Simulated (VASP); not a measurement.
# LiBH3 in VASP: notebook

Runs on LiBH3. Level: PBE. Tasks: single point, relaxation of cell and atoms.

Program: VASP 6.6.1. These are calculated values, not measurements. Logs are shortened: lines on timing, memory, paths and dates and some standing lists are left out, and cuts for length are marked.

**1. The cell of the first run**

The typed cell holds 10 atoms: a = 4.837 Å, b = 4.837 Å, c = 3.905 Å, α = 114.21°, β = 114.21°, γ = 69.52°.

**2. Single point, PBE**

Contents of INCAR:

```
SYSTEM = LiBH3
  ALGO = Normal
  EDIFF = 1E-6
  ENCUT = 520
  GGA = PE
  ISIF = 2
  ISMEAR = 0
  LASPH = .True.
  LCHARG = .True.
  LELF = .True.
  LREAL = .False.
  LVHAR = .True.
  LWAVE = .False.
  NBANDS = 20
  NELM = 60
  PREC = Accurate
  SIGMA = 0.1
```

Contents of KPOINTS:

```
k-points
0
Gamma
  4 4 6
  0 0 0
```

Contents of POSCAR:

```
LiBH3
1.0
    3.8412210644     -2.7576275447     -1.0177296517
    3.8412210644      2.7576275447     -1.0177296517
   -1.0177296517      0.0000000000      3.7696112619
Li B H
2 2 6
Direct
    0.6093660058      0.6093660058      0.2457620227
    0.1094265486      0.1094265486      0.2458566184
    0.5137050862      0.0136678132      0.9208497212
    0.0136678132      0.5137050862      0.9208497212
    0.1906721474      0.1906721474     -0.1094080589
    0.6660839235      0.1660841910      0.2387220405
    0.5481636166      0.0481405520      0.6479788907
    0.6907179157      0.6907179157     -0.1093674472
    0.1660841910      0.6660839235      0.2387220405
    0.0481405520      0.5481636166      0.6479788907
```

Potentials or basis: VASP PAW PBE potentials, release 64 (Li_sv, B, H).

Started as:

```console
cat potpaw_PBE.64/Li_sv/POTCAR potpaw_PBE.64/B/POTCAR potpaw_PBE.64/H/POTCAR > POTCAR
mpirun -np 1 vasp_std > vasp.out
```

OUTCAR:

```text
SYSTEM = LiBH3
   EDIFF = 1E-6
   ENCUT = 520
   GGA = PE
   ISIF = 2
   ISMEAR = 0
   LASPH = .True.
   LREAL = .False.
   NELM = 60
   PREC = Accurate

 ion  position               nearest neighbor table
   1  0.609  0.609  0.246-
   2  0.109  0.109  0.246-
   3  0.514  0.014  0.921-   7 1.23   6 1.23   8 1.48   5 1.48
   4  0.014  0.514  0.921-  10 1.23   9 1.23   8 1.48   5 1.48
   5  0.191  0.191  0.891-   3 1.48   4 1.48
   6  0.666  0.166  0.239-   3 1.23
   7  0.548  0.048  0.648-   3 1.23
   8  0.691  0.691  0.891-   3 1.48   4 1.48
   9  0.166  0.666  0.239-   4 1.23
  10  0.048  0.548  0.648-   4 1.23

  Warning from LATTYP: Got some problem with cell dimensions!
  Tried to take original basis but could not verify dimensions!
  LATTYP: Found a base centered monoclinic cell.
 ALAT       =     7.8854184808
 B/A-ratio  =     0.6994245268
 C/A-ratio  =     0.4951645521
 COS(beta)  =    -0.4871813503

  Lattice vectors:

 A1 = (  -2.8234914127,   2.7576275447,  -2.7518816102)
 A2 = (  -2.8234914127,  -2.7576275447,  -2.7518816102)
 A3 = (  -1.0177296517,   0.0000000000,   3.7696112619)

Analysis of symmetry for initial positions (statically):
=====================================================================
 Subroutine PRICEL returns:
 Original cell was already a primitive cell.

 Routine SETGRP: Setting up the symmetry group for a
 base centered monoclinic supercell.

 Subroutine GETGRP returns: Found  2 space group operations
 (whereof  2 operations were pure point group operations)
 out of a pool of  4 trial point group operations.

The static configuration has the point symmetry C_1h.

Analysis of symmetry for dynamics (positions and initial velocities):
=====================================================================
 Subroutine PRICEL returns:
 Original cell was already a primitive cell.

 Routine SETGRP: Setting up the symmetry group for a
 base centered monoclinic supercell.

 Subroutine GETGRP returns: Found  2 space group operations
 (whereof  2 operations were pure point group operations)
 out of a pool of  4 trial point group operations.

The dynamic configuration has the point symmetry C_1h.

 Subroutine INISYM returns: Found  2 space group operations
 (whereof  2 operations are pure point group operations),
 and found     1 'primitive' translations

----------------------------------------------------------------------------------------

                                     Primitive cell

  volume of cell :      74.1478

  direct lattice vectors                    reciprocal lattice vectors
     3.841221064 -2.757627545 -1.017729652     0.140195365 -0.181315276  0.037850317
     3.841221064  2.757627545 -1.017729652     0.140195365  0.181315276  0.037850317
    -1.017729652  0.000000000  3.769611262     0.075700633  0.000000000  0.285717201

  length of vectors
     4.836864954  4.836864954  3.904579710     0.232298550  0.232298550  0.295575549

  position of ions in fractional coordinates (direct lattice)
     0.609366006  0.609366006  0.245762023
     0.109426549  0.109426549  0.245856618
     0.513705086  0.013667813  0.920849721
     0.013667813  0.513705086  0.920849721
     0.190672147  0.190672147  0.890591941
     0.666083923  0.166084191  0.238722041
     0.548163617  0.048140552  0.647978891
     0.690717916  0.690717916  0.890632553
     0.166084191  0.666083923  0.238722041
     0.048140552  0.548163617  0.647978891

  ion indices of the primitive-cell ions
   primitive index   ion index
                 1           1
                 2           2
                 3           3
                 4           4
                 5           5
                 6           6
                 7           7
                 8           8
                 9           9
                10          10

----------------------------------------------------------------------------------------

 KPOINTS: k-points

Automatic generation of k-mesh.
 Grid dimensions read from file:
 generate k-points for:    4    4    6

 Generating k-lattice:

[... 43 lines left out ...]
   AEXX    =    0.0000 exact exchange contribution
   IVDW    =     0    specifies the selected vdW correction
   LEPSILON=     F    determine dielectric tensor
   LRPA    =     F    only Hartree local field effects (RPA)
 non-spin polarized calculation
 Gauss-broadening in eV      SIGMA  =   0.10
  energy-cutoff  :      520.00
  volume of cell :       74.15
 maximum number of plane-waves:      2034
   NGX = 17   NGY = 17   NGZ = 15

 number of electron      17.9999994 magnetization

 Free energy of the ion-electron system (eV)
  ---------------------------------------------------
  ext. energy  EPLUGINS =         0.00000000
  ---------------------------------------------------
  free energy    TOTEN  =       -37.25661253 eV

  energy without entropy =      -37.24933579  energy(sigma->0) =      -37.25297416

 E-fermi :   2.0381     XC(G=0):  -8.6308

 val. band max:        2.0127657357   @ k =   0.5000  -0.0000   0.5000
 cond. band min:       2.0796830367   @ k =   0.5000   0.2500   0.1667
 fundamental gap:      0.0669173010
 Fermi energy:         2.0381131226

 k-point     1 :       0.0000    0.0000    0.0000
  band No.  band energies     occupation
      1     -45.0099      2.00000
      2     -44.9903      2.00000
      3      -9.7938      2.00000
      4      -5.9736      2.00000
      5      -4.8769      2.00000
      6      -2.7231      2.00000
[... 12 lines left out ...]
     19      11.8700      0.00000
     20      11.9780      0.00000

 k-point     2 :       0.2500   -0.0000   -0.0000
  band No.  band energies     occupation
      1     -45.0070      2.00000
      2     -44.9931      2.00000
      3      -9.4699      2.00000
      4      -7.1414      2.00000
      5      -3.9985      2.00000
      6      -2.6716      2.00000
[... 12 lines left out ...]
     19      12.3839      0.00000
     20      12.8188      0.00000
[... 465 lines left out ...]
      3      -8.5848      2.00000
      4      -7.2592      2.00000
      5      -4.5459      2.00000
      6      -4.0103      2.00000
[... 12 lines left out ...]
     19      11.6383      0.00000
     20      12.1864      0.00000

 k-point    24 :      -0.2500    0.2500    0.3333
  band No.  band energies     occupation
      1     -45.0000      2.00000
      2     -44.9994      2.00000
      3      -8.1909      2.00000
      4      -8.0713      2.00000
      5      -4.0902      2.00000
      6      -3.8844      2.00000
[... 12 lines left out ...]
     19      11.0369      0.00000
     20      12.3773      0.00000

 [... further k-points ...]
[... 5 lines left out ...]
  --------------------------------------------------------------------------------------
  -------------------------------------------------------------------------------------
  Total       -0.0432384     -0.0837640     -0.0579600      0.0000000      0.0000000     -0.0187699
  in kB       -0.9342909     -1.8099622     -1.2523927      0.0000000      0.0000000     -0.4055766
  external PRESSURE =      -1.3322153 kB  Pullay stress =       0.0000000 kB

 VOLUME and BASIS-vectors are now :
 -----------------------------------------------------------------------------
  energy-cutoff  :      520.00
  volume of cell :       74.15
      direct lattice vectors                 reciprocal lattice vectors
     3.841221064 -2.757627545 -1.017729652     0.140195365 -0.181315276  0.037850317
     3.841221064  2.757627545 -1.017729652     0.140195365  0.181315276  0.037850317
    -1.017729652  0.000000000  3.769611262     0.075700633  0.000000000  0.285717201

 POSITION                                       TOTAL-FORCE (eV/Angst)
 -----------------------------------------------------------------------------------
      4.43130      0.00000     -0.31391        -0.002823      0.000000      0.001902
      0.59045      0.00000      0.70405        -0.003073      0.000000      0.001952
      1.08858     -1.37892      2.93452        -0.009478      0.000977      0.008427
      1.08858      1.37892      2.93452        -0.009478     -0.000977      0.008427
      0.55845      0.00000      2.96908         0.007325      0.000000     -0.007444
      2.95359     -1.37881      0.05297         0.006403     -0.000096      0.007667
      1.63107     -1.37888      1.83575        -0.000692      0.000024     -0.010676
      4.39998      0.00000      1.95141         0.006105      0.000000     -0.007244
      2.95359      1.37881      0.05297         0.006403      0.000096      0.007667
      1.63107      1.37888      1.83575        -0.000692     -0.000024     -0.010676
 -----------------------------------------------------------------------------------
    total drift:                               -0.001837     -0.000000     -0.000159

  FREE ENERGIE OF THE ION-ELECTRON SYSTEM (eV)
  ---------------------------------------------------
  free  energy   TOTEN  =       -37.2566125310 eV

  energy  without entropy=      -37.2493357908  energy(sigma->0) =      -37.25297416
```

Wall time 35 s (1 thread of Intel Xeon Platinum 8488C (Sapphire Rapids), shared host); peak memory 0.2 GiB.

Results:

| Property | Result |
| --- | --- |
| Free energy | -37.2566 eV |
| Largest force | 0.013 eV/Å |
| Band gap on the k mesh | zero (bands 9 and 10 overlap by 0.92 eV) |

Forces on the atoms (eV/Å):
```
Li  -0.003  0.000  0.002
Li  -0.003  0.000  0.002
B   -0.009  0.001  0.008
B   -0.009 -0.001  0.008
H    0.007  0.000 -0.007
H    0.006  0.000  0.008
H   -0.001  0.000 -0.011
H    0.006  0.000 -0.007
H    0.006  0.000  0.008
H   -0.001  0.000 -0.011
```

Levels at points of the mesh, in eV from the Fermi level:
| k point | band 5 | band 6 | band 7 | band 8 | band 9 | band 10 | band 11 | band 12 | band 13 | band 14 |
| --- | --- | --- | --- | --- | --- | --- | --- | --- | --- | --- |
| (0.00, 0.00, 0.00) | -6.92 | -4.76 | -4.58 | -4.06 | -1.33 | 2.19 | 2.62 | 3.23 | 3.81 | 4.65 |
| (0.50, 0.00, 0.00) | -5.25 | -5.25 | -4.44 | -4.44 | -0.33 | -0.33 | 3.60 | 3.60 | 5.82 | 5.82 |
| (0.50, 0.50, 0.00) | -7.23 | -6.65 | -4.99 | -3.40 | 0.59 | 2.11 | 4.18 | 5.20 | 5.32 | 6.31 |
| (0.00, 0.00, 0.50) | -7.37 | -7.05 | -5.02 | -4.89 | -0.89 | 3.25 | 3.34 | 4.06 | 4.23 | 5.47 |
| (0.50, 0.00, 0.50) | -6.26 | -6.26 | -5.12 | -5.12 | -0.03 | -0.03 | 4.87 | 4.87 | 5.79 | 5.79 |
| (0.50, 0.50, 0.50) | -7.00 | -6.82 | -5.97 | -4.87 | -0.32 | 2.01 | 3.31 | 4.21 | 4.68 | 4.97 |

Caveat: the k points lie up to 0.36 Å⁻¹ apart, too coarse for converged energies and pressures of a metal; the cutoff is under 1.25 times the usual one of these potentials, so pressure, stress and relaxed cells hold a basis-set (Pulay) error.

**3. Single point, PBE**

This run uses another cell than the first one: it holds 5 atoms, not 10.

Contents of INCAR:

```
SYSTEM = LiBH3
  PREC = Accurate
  ENCUT = 520
  EDIFF = 1E-6
  ISMEAR = 0
  SIGMA = 0.1
  LREAL = .False.
  LASPH = .True.
  NELM = 100
  ALGO = Normal
  ISIF = 2
  LWAVE = .False.
  LCHARG = .True.
  GGA = PE
  LELF = .True.
  LVHAR = .True.
  NBANDS = 12
```

Contents of KPOINTS:

```
Automatic mesh
0
Gamma
  12 14 12
  0 0 0
```

Contents of POSCAR:

```
LiBH3
1.0
    3.9318174945      0.0000000000      0.0445427250
    0.0000000000      2.7252985839      0.0000000000
   -1.8949346734      0.0000000000      3.4890228687
Li B H
1 1 3
Direct
    0.0215205671      0.0000000000      0.7860925405
    0.3955548593      0.5000000000      0.4680797143
    0.5163447336      0.0000000000      0.6153903554
    0.3922073668      0.5000000000      0.1571784309
    0.0623168932      0.5000000000      0.4172311590
```

Potentials or basis: VASP PAW PBE potentials, release 64 (Li_sv, B, H).

Started as:

```console
cat potpaw_PBE.64/Li_sv/POTCAR potpaw_PBE.64/B/POTCAR potpaw_PBE.64/H/POTCAR > POTCAR
mpirun -np 1 vasp_std > vasp.out
```

Run time: 2.5 min. Hardware: 1 thread of Intel Xeon Platinum 8488C (Sapphire Rapids), shared host; peak memory 0.35 GiB.

It converged, with:

```
Free energy            : -18.6369 eV
Largest force          : 0.012 eV/Å
Band gap on the k mesh : zero (an odd number of electrons rules out a gap without spin polarisation)
```

Forces in eV/Å, atoms in the order of the input:
```
Li   0.003  0.000  0.000
B    0.005  0.000  0.011
H   -0.003  0.000 -0.002
H    0.007  0.000 -0.009
H   -0.012  0.000 -0.001
```

Levels at points of the mesh, in eV from the Fermi level:
| k point | band 2 | band 3 | band 4 | band 5 | band 6 | band 7 |
| --- | --- | --- | --- | --- | --- | --- |
| (0.00, 0.00, 0.00) | -12.01 | -4.86 | -4.49 | 2.32 | 2.85 | 3.89 |
| (0.50, 0.00, 0.00) | -11.28 | -6.95 | -5.20 | 1.75 | 4.25 | 6.12 |
| (0.00, 0.50, 0.00) | -9.03 | -7.40 | -3.58 | 0.31 | 4.81 | 4.84 |
| (0.50, 0.50, 0.00) | -8.14 | -7.25 | -5.00 | -1.17 | 3.06 | 4.03 |
| (0.00, 0.00, 0.50) | -11.29 | -6.92 | -5.19 | 1.89 | 4.21 | 6.00 |
| (0.50, 0.00, 0.50) | -11.03 | -7.49 | -5.37 | 2.93 | 4.27 | 7.43 |
| (0.00, 0.50, 0.50) | -8.13 | -7.13 | -5.01 | -1.33 | 2.10 | 4.52 |
| (0.50, 0.50, 0.50) | -7.67 | -7.18 | -6.00 | -0.60 | 3.18 | 4.17 |

Caveat: the cutoff is under 1.25 times the usual one of these potentials, so pressure, stress and relaxed cells hold a basis-set (Pulay) error; an odd number of electrons without spin polarisation forces a metal; a magnetic or distorted state may lie lower.

**4. Relaxation of cell and atoms, PBE**

This run uses another cell than the first one: it holds 5 atoms, not 10.

Contents of INCAR:

```
PREC = Accurate
ENCUT = 600
EDIFF = 1E-6
ISMEAR = 0
SIGMA = 0.1
LREAL = False
LASPH = True
NELM = 60
ALGO = Normal
ISIF = 3
LWAVE = False
LCHARG = False
GGA = PE
IBRION = 2
NSW = 100
EDIFFG = -0.01
```

Contents of KPOINTS:

```
Automatic mesh
0
Gamma
  12 14 12
```

Contents of POSCAR:

```
LiBH3
1.0
    3.9045797098      0.0000000000      0.0000000000
    0.0000000000      2.7576275447      0.0000000000
   -1.9208144115      0.0000000000      3.4431712346
Li B H
1 1 3
Direct
    0.0270167663      0.0000000000      0.7812074457
    0.3934768218      0.5000000000      0.4726271006
    0.5092221838      0.0000000000      0.6186099368
    0.4065539260      0.5000000000      0.1678318855
    0.0516747221      0.5000000000      0.4036958314
```

Started as:

```console
cat potpaw_PBE.64/Li_sv/POTCAR potpaw_PBE.64/B/POTCAR potpaw_PBE.64/H/POTCAR > POTCAR
mpirun -np 1 vasp_std > vasp.out
```

It took 23 min on 1 thread of Intel Xeon Platinum 8488C (Sapphire Rapids), shared host; peak memory 0.36 GiB.

The run converged. Its results:

```yaml
Free_energy: -18.6385 eV
Relaxed_volume: 7.47 Å³/atom
Relaxed_cell: a = 3.920 Å, b = 2.722 Å, c = 3.957 Å, α = 90.00°, β = 117.84°, γ = 90.00°
Space_group_after_relaxing_to_0.1_Å: Pm (No. 6)
Energy_gained_by_relaxing: 1.2 meV/atom
Ionic_steps: 36
Pressure_after_relaxing: 0.0 GPa
Largest_force_after_relaxing: 0.008 eV/Å
Band_gap_on_the_k_mesh: zero (an odd number of electrons rules out a gap without spin polarisation)
```

Forces on the atoms (eV/Å):
```
Li   0.004  0.000  0.004
B   -0.003  0.000 -0.006
H   -0.001  0.000  0.001
H   -0.007  0.000  0.004
H    0.007  0.000 -0.003
```

The path:
| step | energy change (eV) | largest force (eV/Å) | pressure (GPa) | volume (Å³) |
| --- | --- | --- | --- | --- |
| 1 | 0.0000 | 0.0811 | -0.07 | 37.07 |
| 2 | -0.0015 | 0.0675 | -0.12 | 37.06 |
| 3 | -0.0028 | 0.1785 | -0.22 | 37.02 |
| 4 | -0.0035 | 0.1253 | -0.16 | 37.00 |
| 5 | -0.0045 | 0.0588 | 0.05 | 36.94 |
| 6 | -0.0046 | 0.0320 | 0.08 | 36.94 |
| 7 | -0.0047 | 0.0272 | 0.14 | 36.93 |
| 8 | -0.0048 | 0.0253 | 0.11 | 36.95 |
| 9 | -0.0048 | 0.0526 | 0.02 | 36.98 |
| 10 | -0.0049 | 0.0469 | 0.02 | 36.99 |
| 11 | -0.0050 | 0.0322 | 0.02 | 37.03 |
| 12 | -0.0051 | 0.0871 | 0.00 | 37.09 |
| 13 | -0.0051 | 0.0698 | 0.00 | 37.08 |
| 14 | -0.0051 | 0.0591 | 0.02 | 37.09 |
| 15 | -0.0053 | 0.0346 | 0.06 | 37.14 |
| 16 | -0.0052 | 0.0857 | 0.13 | 37.22 |
| 17 | -0.0053 | 0.0360 | 0.07 | 37.16 |
| 18 | -0.0054 | 0.0335 | 0.05 | 37.19 |
| 19 | -0.0055 | 0.0317 | -0.05 | 37.25 |
| 20 | -0.0055 | 0.0895 | -0.23 | 37.37 |
| 21 | -0.0055 | 0.0554 | -0.12 | 37.30 |
| 22 | -0.0056 | 0.0463 | -0.13 | 37.32 |
| 23 | -0.0057 | 0.0247 | -0.14 | 37.36 |
| 24 | -0.0057 | 0.0793 | -0.17 | 37.45 |
| 25 | -0.0058 | 0.0418 | -0.15 | 37.39 |
| 26 | -0.0058 | 0.0218 | -0.11 | 37.39 |
| 27 | -0.0059 | 0.0163 | -0.06 | 37.40 |
| 28 | -0.0059 | 0.0150 | -0.05 | 37.39 |
| 29 | -0.0059 | 0.0297 | -0.04 | 37.37 |
| 30 | -0.0060 | 0.0133 | -0.02 | 37.36 |
| 31 | -0.0060 | 0.0212 | 0.00 | 37.35 |
| 32 | -0.0060 | 0.0135 | 0.03 | 37.34 |
| 33 | -0.0060 | 0.0151 | 0.09 | 37.32 |
| 34 | -0.0061 | 0.0107 | 0.05 | 37.33 |
| 35 | -0.0061 | 0.0127 | 0.04 | 37.33 |
| 36 | -0.0061 | 0.0083 | 0.02 | 37.34 |

Final structure:
```cif
data_structure
_symmetry_space_group_name_H-M 'P 1'
_symmetry_Int_Tables_number 1
_cell_length_a 3.9204
_cell_length_b 2.7223
_cell_length_c 3.9571
_cell_angle_alpha 90.000
_cell_angle_beta 117.839
_cell_angle_gamma 90.000
_cell_volume 37.34
loop_
_atom_site_label
_atom_site_type_symbol
_atom_site_fract_x
_atom_site_fract_y
_atom_site_fract_z
_atom_site_occupancy
Li1 Li 0.02204 0.00000 0.78575 1
B1 B 0.39515 0.50000 0.46836 1
H1 H 0.51569 0.00000 0.61679 1
H2 H 0.39488 0.50000 0.15777 1
H3 H 0.06019 0.50000 0.41530 1
```

Levels at points of the mesh, in eV from the Fermi level:
```tsv
k point	band 2	band 3	band 4	band 5	band 6	band 7
(0.00, 0.00, 0.00)	-12.04	-4.84	-4.48	2.34	2.84	3.90
(0.50, 0.00, 0.00)	-11.30	-6.99	-5.19	1.76	4.26	6.16
(0.00, 0.50, 0.00)	-9.05	-7.42	-3.57	0.32	4.86	4.87
(0.50, 0.50, 0.00)	-8.13	-7.27	-5.03	-1.14	3.05	4.02
(0.00, 0.00, 0.50)	-11.30	-6.95	-5.20	1.89	4.22	6.06
(0.50, 0.00, 0.50)	-11.04	-7.53	-5.37	2.93	4.28	7.49
(0.00, 0.50, 0.50)	-8.14	-7.15	-5.01	-1.34	2.07	4.52
(0.50, 0.50, 0.50)	-7.66	-7.19	-6.03	-0.60	3.17	4.18
```

Caveat: the cutoff is under 1.25 times the usual one of these potentials, so pressure, stress and relaxed cells hold a basis-set (Pulay) error; an odd number of electrons without spin polarisation forces a metal; a magnetic or distorted state may lie lower.

**5. Overview**

| task | cell | k mesh | cutoff (eV) | gap on the mesh (eV) | largest force (eV/Å) |
| --- | --- | --- | --- | --- | --- |
| single point | a = 4.837, b = 4.837, c = 3.905 Å, angles 114.2, 114.2, 69.5°, 10 atoms, atomic positions A | 4 × 4 × 6 | 520 | none | 0.01 |
| single point | a = 3.932, b = 2.725, c = 3.970 Å, angles 90.0, 117.9, 90.0°, 5 atoms, atomic positions B | 12 × 14 × 12 | 520 | none | 0.01 |
| relaxation of cell and atoms | relaxed from a = 3.905, b = 2.758, c = 3.943 Å, angles 90.0, 119.2, 90.0°, 5 atoms, atomic positions C | 12 × 14 × 12 | 600 | none | 0.01 |

Alike in all rows: level PBE; potentials or basis VASP PAW PBE potentials, release 64 (Li_sv, B, H); no spin polarisation; smearing gaussian 0.1 eV.

Caveats: some runs use coarse meshes; the cutoff is under 1.25 times the usual one of these potentials, so pressure, stress and relaxed cells hold a basis-set (Pulay) error; an odd number of electrons without spin polarisation forces a metal (at least some runs); a magnetic or distorted state may lie lower (at least some runs).

Absolute energies hang on the potentials; compare differences alone.

The gap in the log of VASP goes by the Fermi energy; the results here count the filled bands.